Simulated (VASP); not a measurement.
Input of a VASP 6.6.1 run:

INCAR

```
  PREC = Accurate
  ENCUT = 520
  EDIFF = 1E-7
  ISMEAR = 0
  SIGMA = 0.1
  LREAL = False
  LASPH = True
  NELM = 60
  ALGO = Normal
  ISIF = 2
  LWAVE = False
  LCHARG = False
  GGA = PE
  NBANDS = 16
```

The input KPOINTS:

```
regular mesh
0
Gamma
  12 12 6
```

The input POSCAR:

```
InSb
1.0
    3.0766560000      0.0000000000      0.0000000000
    0.0000000000      3.0766560000      0.0000000000
    0.0000000000      0.0000000000      6.2154700000
In Sb
1 1
Direct
    0.0000000000      0.0000000000      0.0000000000
    0.0000000000      0.0000000000      0.5241333318
```

Potentials or basis: VASP PAW PBE potentials, release 64 (In_d, Sb).

Run with:

```sh
$ cat potpaw_PBE.64/In_d/POTCAR potpaw_PBE.64/Sb/POTCAR > POTCAR
$ mpirun -np 1 vasp_std > vasp.out
```

(1) Predict the largest force.

(2) Estimate the pressure.

(3) Estimate the band gap on the k mesh.

## Answers

(1) 0.457 eV/Å.

(2) 0.7 GPa.

(3) zero (bands 9 and 10 overlap by 5.77 eV).

Caveat: the cell differs from its parent crystal (one atom moved); spin-orbit coupling is left out, which moves the levels of the heavy elements.
